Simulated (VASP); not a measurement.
# Al (Pm-3m) in VASP: single point with PBEsol+D3(BJ)

Aim: the single point of Al with PBEsol+D3(BJ).

Program: VASP 6.6.1. These are calculated values, not measurements. Logs are shortened: lines on timing, memory, paths and dates and some standing lists are left out, and cuts for length are marked.

## (1) The cell of the first run

Symmetry: Pm-3m, No. 221, cubic system. The conventional cell has a = 3.370 Å, b = 3.370 Å, c = 3.370 Å, α = 90.00°, β = 90.00°, γ = 90.00°. Al (site symmetry m-3m) has 6 Al at 3.37 Å within 4.4 Å.

## (2) Single point, PBEsol+D3(BJ)

INCAR

```
ALGO = Normal
EDIFF = 1E-7
ENCUT = 520
GGA = PS
ISIF = 2
ISMEAR = 1
IVDW = 12
LASPH = T
LCHARG = F
LREAL = F
LWAVE = F
NBANDS = 8
NELM = 80
PREC = Accurate
SIGMA = 0.1
```

KPOINTS

```
k-points
0
Gamma
  7 7 7
```

POSCAR

```
Al
1.0
    3.3703490000      0.0000000000      0.0000000000
    0.0000000000      3.3703490000      0.0000000000
    0.0000000000      0.0000000000      3.3703490000
Al
1
Direct
    0.0000000000      0.0000000000      0.0000000000
```

Potentials or basis: VASP PAW PBE potentials, release 64 (Al).

On the command line:

```sh
$ cat potpaw_PBE.64/Al/POTCAR > POTCAR
$ mpirun -np 1 vasp_std > vasp.out
```

OUTCAR:

```text
EDIFF = 1E-7
   ENCUT = 520
   GGA = PS
   ISIF = 2
   ISMEAR = 1
   IVDW = 12
   LASPH = T
   LREAL = F
   NELM = 80
   PREC = Accurate
 IVDW          = 12

 ion  position               nearest neighbor table
   1  0.000  0.000  0.000-

  LATTYP: Found a simple cubic cell.
 ALAT       =     3.3703490000

  Lattice vectors:

 A1 = (   3.3703490000,   0.0000000000,   0.0000000000)
 A2 = (   0.0000000000,   3.3703490000,   0.0000000000)
 A3 = (   0.0000000000,   0.0000000000,   3.3703490000)

Analysis of symmetry for initial positions (statically):
=====================================================================
 Subroutine PRICEL returns:
 Original cell was already a primitive cell.

 Routine SETGRP: Setting up the symmetry group for a
 simple cubic supercell.

 Subroutine GETGRP returns: Found 48 space group operations
 (whereof 48 operations were pure point group operations)
 out of a pool of 48 trial point group operations.

The static configuration has the point symmetry O_h .

Analysis of symmetry for dynamics (positions and initial velocities):
=====================================================================
 Subroutine PRICEL returns:
 Original cell was already a primitive cell.

 Routine SETGRP: Setting up the symmetry group for a
 simple cubic supercell.

 Subroutine GETGRP returns: Found 48 space group operations
 (whereof 48 operations were pure point group operations)
 out of a pool of 48 trial point group operations.

The dynamic configuration has the point symmetry O_h .

 Subroutine INISYM returns: Found 48 space group operations
 (whereof 48 operations are pure point group operations),
 and found     1 'primitive' translations

----------------------------------------------------------------------------------------

                                     Primitive cell

  volume of cell :      38.2846

  direct lattice vectors                    reciprocal lattice vectors
     3.370349000  0.000000000  0.000000000     0.296705178  0.000000000  0.000000000
     0.000000000  3.370349000  0.000000000     0.000000000  0.296705178  0.000000000
     0.000000000  0.000000000  3.370349000     0.000000000  0.000000000  0.296705178

  length of vectors
     3.370349000  3.370349000  3.370349000     0.296705178  0.296705178  0.296705178

  position of ions in fractional coordinates (direct lattice)
     0.000000000  0.000000000  0.000000000

  ion indices of the primitive-cell ions
   primitive index   ion index
                 1           1

----------------------------------------------------------------------------------------

 KPOINTS: k-points

Automatic generation of k-mesh.
 Grid dimensions read from file:
 generate k-points for:    7    7    7

 Generating k-lattice:

  Cartesian coordinates                     Fractional coordinates (reciprocal lattice)
     0.042386454  0.000000000  0.000000000     0.142857143  0.000000000  0.000000000
     0.000000000  0.042386454  0.000000000     0.000000000  0.142857143  0.000000000
     0.000000000  0.000000000  0.042386454     0.000000000  0.000000000  0.142857143

  Length of vectors
     0.042386454  0.042386454  0.042386454

  Shift w.r.t. Gamma in fractional coordinates (k-lattice)
     0.000000000  0.000000000  0.000000000

 Subroutine IBZKPT returns following result:
 ===========================================

 Found     20 irreducible k-points:

 Following reciprocal coordinates:
            Coordinates               Weight
  0.000000  0.000000  0.000000      1.000000
  0.142857  0.000000  0.000000      6.000000
  0.285714  0.000000  0.000000      6.000000
  0.428571  0.000000  0.000000      6.000000
  0.142857  0.142857  0.000000     12.000000
  0.285714  0.142857  0.000000     24.000000
[... 12 lines left out ...]
  0.428571  0.428571  0.285714     24.000000
  0.428571  0.428571  0.428571      8.000000
   k-points           NKPTS =     20   k-points in BZ     NKDIM =     20   number of bands    NBANDS=      8
   number of dos      NEDOS =    301   number of ions     NIONS =      1
   total plane-waves  NPLWV =  21952
   dimension x,y,z NGX =    28 NGY =   28 NGZ =   28
   dimension x,y,z NGXF=    56 NGYF=   56 NGZF=   56
   ions per type =               1
   NGX,Y,Z   is equivalent  to a cutoff of  13.81, 13.81, 13.81 a.u.
   NGXF,Y,Z  is equivalent  to a cutoff of  27.62, 27.62, 27.62 a.u.
 SYSTEM =  unknown system
   PREC   = accura    normal or accurate (medium, high low for compatibility)
   ISTART =      0    job   : 0-new  1-cont  2-samecut
   ICHARG =      2    charge: 1-file 2-atom 10-const
   ISPIN  =      1    spin polarized calculation?
   LNONCOLLINEAR =      F non collinear calculations
   LSORBIT =      F    spin-orbit coupling
   LASPH  =      T    aspherical Exc in radial PAW
   ENCUT  =  520.0 eV  38.22 Ry    6.18 a.u.   6.27  6.27  6.27*2*pi/ulx,y,z
   NELM   =     80;   NELMIN=  2; NELMDL= -5     # of ELM steps
   EDIFF  = 0.1E-06   stopping-criterion for ELM
   LREAL  =      F    real-space projection
   EDIFFG = 0.1E-05   stopping-criterion for IOM
   NSW    =      0    number of steps for IOM
   IBRION =     -1    ionic relax: 0-MD 1-quasi-New 2-CG
   NFREE  =      0    steps in history (QN), initial steepest desc. (CG)
   ISIF   =      2    stress and relaxation
   ISYM   =      2    0-nonsym 1-usesym 2-fastsym
   POTIM  = 0.5000    time-step for ionic-motion
   TEBEG  =    0.0;   TEEND  =   0.0 temperature during run
   PSTRESS=    0.0 pullay stress
   NELECT =       3.0000    total number of electrons
   NUPDOWN=      -1.0000    fix difference up-down
   EMIN   =  10.00;   EMAX   =-10.00  energy-range for DOS
   EFERMI =   0.00;   METHOD = LEGACY
   ISMEAR =     1;   SIGMA  =   0.10  broadening in eV -4-tet -1-fermi 0-gaus
   EFERMI_NEDOS =   21; number of points for ismear=-14 and -15
   IALGO  =     38    algorithm
   IMIX   =      4    mixing-type and parameters
     AMIX     =   0.40;   BMIX     =  1.00
     AMIX_MAG =   1.60;   BMIX_MAG =  1.00
  volume/ion in A,a.u.               =      38.28       258.36
  Fermi-wavevector in a.u.,A,eV,Ry     =   0.700552  1.323851  6.677373  0.490773
  Thomas-Fermi vector in A             =   1.784736
   LORBIT       =      0    0 simple, 1 ext, 2 COOP (PROOUT), +10 PAW based schemes
   GGA     = PS    functional components
   LHFCALC =     F    Hartree Fock is set to
   AEXX    =    0.0000 exact exchange contribution
   IVDW    =    12    specifies the selected vdW correction
   LEPSILON=     F    determine dielectric tensor
   LRPA    =     F    only Hartree local field effects (RPA)
 non-spin polarized calculation
 Methfessel and Paxton  Order N= 1 SIGMA  =   0.10
  energy-cutoff  :      520.00
  volume of cell :       38.28
 maximum number of plane-waves:      1042
 NGX is ok and might be reduce to    28
   NGX = 13   NGY = 13   NGZ = 13

 number of electron       3.0000000 magnetization

 Free energy of the ion-electron system (eV)
  ---------------------------------------------------
  ext. energy  EPLUGINS =         0.00000000
  ---------------------------------------------------
  free energy    TOTEN  =        -2.72585617 eV

  energy without entropy =       -2.72441652  energy(sigma->0) =       -2.72537628

 E-fermi :   1.4900     XC(G=0):  -7.4274

 val. band max:        1.4162010733   @ k =   0.4286   0.2857   0.2857
 cond. band min:       1.4915307419   @ k =   0.4286   0.4286   0.0000
 fundamental gap:      0.0753296687
 Fermi energy:         1.4900031199

 k-point     1 :       0.0000    0.0000    0.0000
  band No.  band energies     occupation
      1      -5.2466      2.00000
      2       6.6705      0.00000
      3       6.6705      0.00000
      4       6.6705      0.00000
      5       7.9456      0.00000
      6       7.9456      0.00000
      7      10.2506      0.00000
      8      17.8460      0.00000

 k-point     2 :       0.1429    0.0000    0.0000
  band No.  band energies     occupation
      1      -5.0009      2.00000
      2       4.2533      0.00000
      3       6.8707      0.00000
      4       6.8707      0.00000
      5       8.1557      0.00000
      6       9.4752      0.00000
      7      11.7464      0.00000
      8      16.0677      0.00000

 k-point     3 :       0.2857    0.0000    0.0000
  band No.  band energies     occupation
      1      -4.2898      2.00000
      2       1.6325     -0.06167
      3       7.4260      0.00000
      4       7.4260      0.00000
      5       8.7298      0.00000
      6      10.4709      0.00000
      7      13.7628      0.00000
      8      13.7628      0.00000

 k-point     4 :       0.4286    0.0000    0.0000
  band No.  band energies     occupation
      1      -3.3086      2.00000
      2      -0.3268      2.00000
      3       8.0822      0.00000
      4       8.0822      0.00000
      5       9.3814      0.00000
      6      11.7643      0.00000
      7      12.1821      0.00000
      8      12.1821      0.00000

 k-point     5 :       0.1429    0.1429    0.0000
  band No.  band energies     occupation
      1      -4.7553      2.00000
      2       4.2789      0.00000
      3       4.7006      0.00000
      4       7.0698      0.00000
      5       9.0173      0.00000
      6      11.2433      0.00000
      7      12.1099      0.00000
      8      14.2469      0.00000

 k-point     6 :       0.2857    0.1429    0.0000
  band No.  band energies     occupation
      1      -4.0441      2.00000
      2       1.8559     -0.00000
      3       5.1300      0.00000
      4       7.6214      0.00000
      5       9.6744      0.00000
      6      11.2053      0.00000
      7      12.6345      0.00000
      8      13.9585      0.00000

 k-point     7 :       0.4286    0.1429    0.0000
  band No.  band energies     occupation
      1      -3.0615      2.00000
      2      -0.0976      2.00000
      3       5.9002      0.00000
      4       8.2712      0.00000
      5       9.4317      0.00000
      6      10.6911      0.00000
      7      12.3897      0.00000
      8      13.3064      0.00000

 k-point     8 :       0.2857    0.2857    0.0000
  band No.  band energies     occupation
      1      -3.3321      2.00000
      2       2.3097     -0.00000
      3       2.7370     -0.00000
      4       8.1611      0.00000
      5       8.5694      0.00000
      6      10.7435      0.00000
      7      14.4106      0.00000
      8      14.5787      0.00000

 k-point     9 :       0.4286    0.2857    0.0000
  band No.  band energies     occupation
      1      -2.3426      2.00000
      2       0.5537      2.00000
      3       3.3726     -0.00000
      4       6.8255      0.00000
      5       8.7912      0.00000
      6      11.6454      0.00000
      7      12.9568      0.00000
      8      14.4789      0.00000

 k-point    10 :       0.4286    0.4286    0.0000
  band No.  band energies     occupation
      1      -1.3254      2.00000
      2       1.3150      2.03282
      3       1.4915      0.97415
      4       4.9840      0.00000
      5       9.3911      0.00000
      6      12.6525      0.00000
      7      13.5823      0.00000
      8      13.6185      0.00000
[... 34 lines left out ...]
 k-point    14 :       0.2857    0.2857    0.1429
  band No.  band energies     occupation
      1      -3.0865      2.00000
      2       2.5240     -0.00000
      3       2.9551     -0.00000
      4       6.0468      0.00000
      5       8.9024      0.00000
      6      11.8849      0.00000
      7      12.2225      0.00000
      8      13.2747      0.00000

 k-point    15 :       0.4286    0.2857    0.1429
  band No.  band energies     occupation
      1      -2.0954      2.00000
      2       0.7791      2.00000
      3       3.5770      0.00000
      4       6.7754      0.00000
      5       7.1580      0.00000
      6      10.3975      0.00000
      7      12.7875      0.00000
      8      14.0124      0.00000

 k-point    16 :       0.4286    0.4286    0.1429
  band No.  band energies     occupation
      1      -1.0757      2.00000
      2       1.5311      0.36523
      3       1.7152     -0.00653
      4       5.2230      0.00000
      5       7.6071      0.00000
      6      11.1634      0.00000
      7      11.2222      0.00000
      8      14.8264      0.00000

 k-point    17 :       0.2857    0.2857    0.2857
  band No.  band energies     occupation
      1      -2.3736      2.00000
      2       3.1228     -0.00000
      3       3.1228     -0.00000
      4       4.0170      0.00000
      5       9.3561      0.00000
      6       9.6685      0.00000
      7       9.6685      0.00000
      8      15.9144      0.00000

 k-point    18 :       0.4286    0.2857    0.2857
  band No.  band energies     occupation
      1      -1.3749      2.00000
      2       1.4162      1.94490
      3       3.8456      0.00000
      4       4.7200      0.00000
      5       7.5742      0.00000
      6       7.9479      0.00000
      7      10.3751      0.00000
      8      14.1277      0.00000

 k-point    19 :       0.4286    0.4286    0.2857
  band No.  band energies     occupation
      1      -0.3440      2.00000
      2       2.1364     -0.00000
      3       2.3423     -0.00000
      4       5.1601      0.00000
      5       5.9307      0.00000
      6       8.6001      0.00000
      7       8.6491      0.00000
      8      12.2487      0.00000

 k-point    20 :       0.4286    0.4286    0.4286
  band No.  band energies     occupation
      1       0.7345      2.00000
      2       2.8727     -0.00000
      3       2.8727     -0.00000
      4       3.4704     -0.00000
      5       6.7257      0.00000
      6       6.9105      0.00000
      7       6.9105      0.00000
      8      10.2835      0.00000

------------------------ aborting loop because EDIFF is reached ----------------------------------------

 Edisp (eV)   -0.38192

 E8    (eV) :    -0.2573

  FORCE on cell =-STRESS in cart. coord.  units (eV):
  Direction    XX          YY          ZZ          XY          YZ          ZX
  --------------------------------------------------------------------------------------
  -------------------------------------------------------------------------------------
  Total      -2.22681    -2.22681    -2.22681     0.00000     0.00000     0.00000
  in kB     -93.18993   -93.18993   -93.18993     0.00000     0.00000     0.00000
  external pressure =      -93.19 kB  Pullay stress =        0.00 kB

 VOLUME and BASIS-vectors are now :
 -----------------------------------------------------------------------------
  energy-cutoff  :      520.00
  volume of cell :       38.28
      direct lattice vectors                 reciprocal lattice vectors
     3.370349000  0.000000000  0.000000000     0.296705178  0.000000000  0.000000000
     0.000000000  3.370349000  0.000000000     0.000000000  0.296705178  0.000000000
     0.000000000  0.000000000  3.370349000     0.000000000  0.000000000  0.296705178

 POSITION                                       TOTAL-FORCE (eV/Angst)
 -----------------------------------------------------------------------------------
      0.00000      0.00000      0.00000         0.000000      0.000000      0.000000
 -----------------------------------------------------------------------------------
    total drift:                               -0.000000     -0.000000      0.000000

  FREE ENERGIE OF THE ION-ELECTRON SYSTEM (eV)
  ---------------------------------------------------
  free  energy   TOTEN  =        -3.1077756572 eV

  energy  without entropy=       -3.1063360101  energy(sigma->0) =       -3.10729577
```

It took 4.1 s on 1 thread of Intel Xeon Platinum 8559C (Emerald Rapids), shared host; peak memory 0.15 GiB.

What came out:

```
Free energy                : -3.1078 eV
Pressure                   : -9.3 GPa
Dispersion energy per atom : -0.382 eV
```

Levels at points of the mesh, in eV from the Fermi level:
```
           k point  band 1  band 2  band 3  band 4  band 5  band 6
(0.00, 0.00, 0.00)   -6.74    5.18    5.18    5.18    6.46    6.46
```

Caveat: the PAW data sets were made with another functional, which shifts forces and pressure a little; pairwise dispersion overbinds metals, which lowers pressure and volume.
